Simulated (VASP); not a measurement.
# Cs2Na (Fd-3m) in VASP: relaxation of cell and atoms with PBE

Aim: the relaxation of cell and atoms of Cs2Na with PBE.

Program: VASP 6.6.1. These are calculated values, not measurements. Logs are shortened: lines on timing, memory, paths and dates and some standing lists are left out, and cuts for length are marked.

**1. The cell of the first run**

Symmetry: Fd-3m, No. 227, cubic system. Conventional cell: a = 12.773 Å, b = 12.773 Å, c = 12.773 Å, α = 90.00°, β = 90.00°, γ = 90.00°.

**2. Relaxation of cell and atoms, PBE**

The input, INCAR:

```
SYSTEM = Cs2Na
  PREC = Accurate
  ENCUT = 600
  EDIFF = 1E-6
  ISMEAR = 0
  SIGMA = 0.1
  LREAL = .FALSE.
  LASPH = .TRUE.
  NELM = 80
  ALGO = Fast
  ISIF = 3
  LWAVE = .FALSE.
  LCHARG = .FALSE.
  GGA = PE
  IBRION = 2
  NSW = 100
  EDIFFG = -0.01
```

The input, KPOINTS:

```
regular mesh
0
G
  6 6 6
  0 0 0
```

The input, POSCAR:

```
Cs2Na
1.0
    0.0000000000      6.3864111085      6.3864111085
    6.3864111085      0.0000000000      6.3864111085
    6.3864111085      6.3864111085      0.0000000000
Cs Na
4 2
Direct
    0.1250000000      0.1250000000      0.1250000000
    0.6250000000      0.1250000000      0.1250000000
    0.1250000000      0.1250000000      0.6250000000
    0.1250000000      0.6250000000      0.1250000000
    0.5000000000      0.5000000000      0.5000000000
    0.7500000000      0.7500000000      0.7500000000
```

Potentials or basis: VASP PAW PBE potentials, release 64 (Cs_sv, Na_pv).

Command:

```bash
> cat potpaw_PBE.64/Cs_sv/POTCAR potpaw_PBE.64/Na_pv/POTCAR > POTCAR
> mpirun -np 1 vasp_std > vasp.out
```

OUTCAR:

```text
SYSTEM = Cs2Na
   PREC = Accurate
   ENCUT = 600
   EDIFF = 1E-6
   ISMEAR = 0
   LREAL = .FALSE.
   LASPH = .TRUE.
   NELM = 80
   ISIF = 3
   GGA = PE
   IBRION = 2
   NSW = 100
   EDIFFG = -0.01

 ion  position               nearest neighbor table
   1  0.125  0.125  0.125-
   2  0.625  0.125  0.125-
   3  0.125  0.125  0.625-
   4  0.125  0.625  0.125-
   5  0.500  0.500  0.500-
   6  0.750  0.750  0.750-

  LATTYP: Found a face centered cubic cell.
 ALAT       =    12.7728222170

  Lattice vectors:

 A1 = (   0.0000000000,   6.3864111085,   6.3864111085)
 A2 = (   6.3864111085,   0.0000000000,   6.3864111085)
 A3 = (   6.3864111085,   6.3864111085,   0.0000000000)

Analysis of symmetry for initial positions (statically):
=====================================================================
 Subroutine PRICEL returns:
 Original cell was already a primitive cell.

 Routine SETGRP: Setting up the symmetry group for a
 face centered cubic supercell.

 Subroutine GETGRP returns: Found 48 space group operations
 (whereof 24 operations were pure point group operations)
 out of a pool of 48 trial point group operations.

The static configuration has the point symmetry T_d .
 The point group associated with its full space group is O_h .

Analysis of symmetry for dynamics (positions and initial velocities):
=====================================================================
 Subroutine PRICEL returns:
 Original cell was already a primitive cell.

 Routine SETGRP: Setting up the symmetry group for a
 face centered cubic supercell.

 Subroutine GETGRP returns: Found 48 space group operations
 (whereof 24 operations were pure point group operations)
 out of a pool of 48 trial point group operations.

The dynamic configuration has the point symmetry T_d .
 The point group associated with its full space group is O_h .

 Subroutine INISYM returns: Found 48 space group operations
 (whereof 24 operations are pure point group operations),
 and found     1 'primitive' translations

----------------------------------------------------------------------------------------

                                     Primitive cell

  volume of cell :     520.9555

  direct lattice vectors                    reciprocal lattice vectors
     0.000000000  6.386411108  6.386411108    -0.078291233  0.078291233  0.078291233
     6.386411108  0.000000000  6.386411108     0.078291233 -0.078291233  0.078291233
     6.386411108  6.386411108  0.000000000     0.078291233  0.078291233 -0.078291233

  length of vectors
     9.031749205  9.031749205  9.031749205     0.135604393  0.135604393  0.135604393

  position of ions in fractional coordinates (direct lattice)
     0.125000000  0.125000000  0.125000000
     0.625000000  0.125000000  0.125000000
     0.125000000  0.125000000  0.625000000
     0.125000000  0.625000000  0.125000000
     0.500000000  0.500000000  0.500000000
     0.750000000  0.750000000  0.750000000

  ion indices of the primitive-cell ions
   primitive index   ion index
                 1           1
                 2           2
                 3           3
                 4           4
                 5           5
                 6           6

----------------------------------------------------------------------------------------

 KPOINTS: regular mesh

Automatic generation of k-mesh.
 Grid dimensions read from file:
 generate k-points for:    6    6    6

 Generating k-lattice:

  Cartesian coordinates                     Fractional coordinates (reciprocal lattice)
    -0.013048539  0.013048539  0.013048539     0.166666667  0.000000000  0.000000000
     0.013048539 -0.013048539  0.013048539     0.000000000  0.166666667  0.000000000
     0.013048539  0.013048539 -0.013048539     0.000000000  0.000000000  0.166666667

  Length of vectors
     0.022600732  0.022600732  0.022600732

  Shift w.r.t. Gamma in fractional coordinates (k-lattice)
     0.000000000  0.000000000  0.000000000

 Subroutine IBZKPT returns following result:
 ===========================================

 Found     16 irreducible k-points:

 Following reciprocal coordinates:
            Coordinates               Weight
  0.000000  0.000000  0.000000      1.000000
  0.166667  0.000000  0.000000      8.000000
  0.333333  0.000000  0.000000      8.000000
  0.500000  0.000000  0.000000      4.000000
  0.166667  0.166667  0.000000      6.000000
  0.333333  0.166667  0.000000     24.000000
[... 8 lines left out ...]
 -0.333333  0.333333  0.166667     24.000000
 -0.333333  0.500000  0.166667     12.000000
   k-points           NKPTS =     16   k-points in BZ     NKDIM =     16   number of bands    NBANDS=     30
   number of dos      NEDOS =    301   number of ions     NIONS =      6
   total plane-waves  NPLWV = 373248
   dimension x,y,z NGX =    72 NGY =   72 NGZ =   72
   dimension x,y,z NGXF=   144 NGYF=  144 NGZF=  144
   ions per type =               4   2
   NGX,Y,Z   is equivalent  to a cutoff of  13.25, 13.25, 13.25 a.u.
   NGXF,Y,Z  is equivalent  to a cutoff of  26.51, 26.51, 26.51 a.u.
 SYSTEM =  Cs2Na
   PREC   = accura    normal or accurate (medium, high low for compatibility)
   ISTART =      0    job   : 0-new  1-cont  2-samecut
   ICHARG =      2    charge: 1-file 2-atom 10-const
   ISPIN  =      1    spin polarized calculation?
   LNONCOLLINEAR =      F non collinear calculations
   LSORBIT =      F    spin-orbit coupling
   LASPH  =      T    aspherical Exc in radial PAW
   ENCUT  =  600.0 eV  44.10 Ry    6.64 a.u.  18.04 18.04 18.04*2*pi/ulx,y,z
   NELM   =     80;   NELMIN=  2; NELMDL= -5     # of ELM steps
   EDIFF  = 0.1E-05   stopping-criterion for ELM
   LREAL  =      F    real-space projection
   EDIFFG = -.1E-01   stopping-criterion for IOM
   NSW    =    100    number of steps for IOM
   IBRION =      2    ionic relax: 0-MD 1-quasi-New 2-CG
   NFREE  =      1    steps in history (QN), initial steepest desc. (CG)
   ISIF   =      3    stress and relaxation
   ISYM   =      2    0-nonsym 1-usesym 2-fastsym
   POTIM  = 0.5000    time-step for ionic-motion
   TEBEG  =    0.0;   TEEND  =   0.0 temperature during run
   PSTRESS=    0.0 pullay stress
   NELECT =      50.0000    total number of electrons
   NUPDOWN=      -1.0000    fix difference up-down
   EMIN   =  10.00;   EMAX   =-10.00  energy-range for DOS
   EFERMI =   0.00;   METHOD = LEGACY
   ISMEAR =     0;   SIGMA  =   0.10  broadening in eV -4-tet -1-fermi 0-gaus
   EFERMI_NEDOS =   21; number of points for ismear=-14 and -15
   IALGO  =     68    algorithm
   IMIX   =      4    mixing-type and parameters
     AMIX     =   0.40;   BMIX     =  1.00
     AMIX_MAG =   1.60;   BMIX_MAG =  1.00
  volume/ion in A,a.u.               =      86.83       585.93
  Fermi-wavevector in a.u.,A,eV,Ry     =   0.749545  1.416435  7.644003  0.561818
  Thomas-Fermi vector in A             =   1.846090
   LORBIT       =      0    0 simple, 1 ext, 2 COOP (PROOUT), +10 PAW based schemes
   GGA     = PE    functional components
   LHFCALC =     F    Hartree Fock is set to
   AEXX    =    0.0000 exact exchange contribution
   IVDW    =     0    specifies the selected vdW correction
   LEPSILON=     F    determine dielectric tensor
   LRPA    =     F    only Hartree local field effects (RPA)
 conjugate gradient relaxation of ions
 non-spin polarized calculation
 RMM-DIIS sequential band-by-band and
 Gauss-broadening in eV      SIGMA  =   0.10
  energy-cutoff  :      600.00
  volume of cell :      520.96
 maximum number of plane-waves:     17446
   NGX = 37   NGY = 37   NGZ = 37

--------------------------------------- Ionic step        1  -------------------------------------------

 number of electron      49.9999998 magnetization

 Free energy of the ion-electron system (eV)
  ---------------------------------------------------
  ext. energy  EPLUGINS =         0.00000000
  ---------------------------------------------------
  free energy    TOTEN  =        -5.04489852 eV

  energy without entropy =       -5.02671543  energy(sigma->0) =       -5.03580698

------------------------ aborting loop because EDIFF is reached ----------------------------------------

  FORCE on cell =-STRESS in cart. coord.  units (eV):
  Direction    XX          YY          ZZ          XY          YZ          ZX
  --------------------------------------------------------------------------------------
  -------------------------------------------------------------------------------------
  Total        0.1728146      0.1728146      0.1728146      0.0000000      0.0000000      0.0000000
  in kB        0.5314843      0.5314843      0.5314843      0.0000000      0.0000000      0.0000000
  external PRESSURE =       0.5314843 kB  Pullay stress =       0.0000000 kB
[... 105 lines left out ...]
  energy  without entropy=       -5.0272790345  energy(sigma->0) =       -5.03680121

--------------------------------------- Ionic step        4  -------------------------------------------

 number of electron      49.9999993 magnetization

 Free energy of the ion-electron system (eV)
  ---------------------------------------------------
  ext. energy  EPLUGINS =         0.00000000
  ---------------------------------------------------
  free energy    TOTEN  =        -5.04715036 eV

  energy without entropy =       -5.02708955  energy(sigma->0) =       -5.03711996

 E-fermi :   0.3227     XC(G=0):  -5.5826

 val. band max:        0.3176345722   @ k =  -0.3333   0.3333   0.1667
 cond. band min:       0.3939937702   @ k =   0.5000   0.5000   0.0000
 fundamental gap:      0.0763591981
 Fermi energy:         0.3226962282

 k-point     1 :       0.0000    0.0000    0.0000
  band No.  band energies     occupation
      1     -24.9037      2.00000
      2     -24.9037      2.00000
      3     -24.9037      2.00000
      4     -24.9036      2.00000
      5     -24.9036      2.00000
      6     -24.9036      2.00000
[... 550 lines left out ...]
  FREE ENERGIE OF THE ION-ELECTRON SYSTEM (eV)
  ---------------------------------------------------
  free  energy   TOTEN  =        -5.0471503627 eV

  energy  without entropy=       -5.0270895519  energy(sigma->0) =       -5.03711996

 reached required accuracy - stopping structural energy minimisation
```

It took 12 min on 1 thread of AMD EPYC 9R45 (Zen 5), shared host; peak memory 0.86 GiB.

What came out:

- Free energy: -5.0472 eV
- Relaxed volume: 88.79 Å³/atom
- Relaxed cell: a = 9.099 Å, b = 9.099 Å, c = 9.099 Å, α = 60.00°, β = 60.00°, γ = 60.00°
- Space group after relaxing (to 0.1 Å): Fd-3m (No. 227)
- Energy gained by relaxing: 0.4 meV/atom
- Ionic steps: 4
- Pressure after relaxing: 0.0 GPa
- Band gap on the k mesh: zero (bands 25 and 26 overlap by 0.81 eV)

The path:
| step | energy change (eV) | largest force (eV/Å) | pressure (GPa) | volume (Å³) |
| --- | --- | --- | --- | --- |
| 1 | 0.0000 | 0.0000 | 0.05 | 520.96 |
| 2 | -0.0007 | 0.0000 | 0.04 | 523.13 |
| 3 | -0.0014 | 0.0000 | 0.03 | 526.31 |
| 4 | -0.0023 | 0.0000 | 0.01 | 532.71 |

Final structure:
```cif
data_structure
_symmetry_space_group_name_H-M 'P 1'
_symmetry_Int_Tables_number 1
_cell_length_a 9.0992
_cell_length_b 9.0992
_cell_length_c 9.0992
_cell_angle_alpha 60.000
_cell_angle_beta 60.000
_cell_angle_gamma 60.000
_cell_volume 532.71
loop_
_atom_site_label
_atom_site_type_symbol
_atom_site_fract_x
_atom_site_fract_y
_atom_site_fract_z
_atom_site_occupancy
Cs1 Cs 0.12500 0.12500 0.12500 1
Cs2 Cs 0.62500 0.12500 0.12500 1
Cs3 Cs 0.12500 0.12500 0.62500 1
Cs4 Cs 0.12500 0.62500 0.12500 1
Na1 Na 0.50000 0.50000 0.50000 1
Na2 Na 0.75000 0.75000 0.75000 1
```

Levels at points of the mesh, in eV from the Fermi level:
| k point | band 21 | band 22 | band 23 | band 24 | band 25 | band 26 | band 27 | band 28 | band 29 | band 30 |
| --- | --- | --- | --- | --- | --- | --- | --- | --- | --- | --- |
| (0.00, 0.00, 0.00) | -10.52 | -10.52 | -1.82 | -0.28 | 0.53 | 0.53 | 0.53 | 0.69 | 0.69 | 0.69 |
| (0.50, 0.00, 0.00) | -10.53 | -10.53 | -1.02 | -0.98 | -0.05 | 0.73 | 0.73 | 0.79 | 0.79 | 0.84 |
| (0.50, 0.50, 0.00) | -10.55 | -10.55 | -0.77 | -0.77 | 0.07 | 0.07 | 0.32 | 0.32 | 1.27 | 1.30 |

Caveat: spin-orbit coupling is left out, which moves the levels of the heavy elements.

The gap in the log of VASP goes by the Fermi energy; the results here count the filled bands.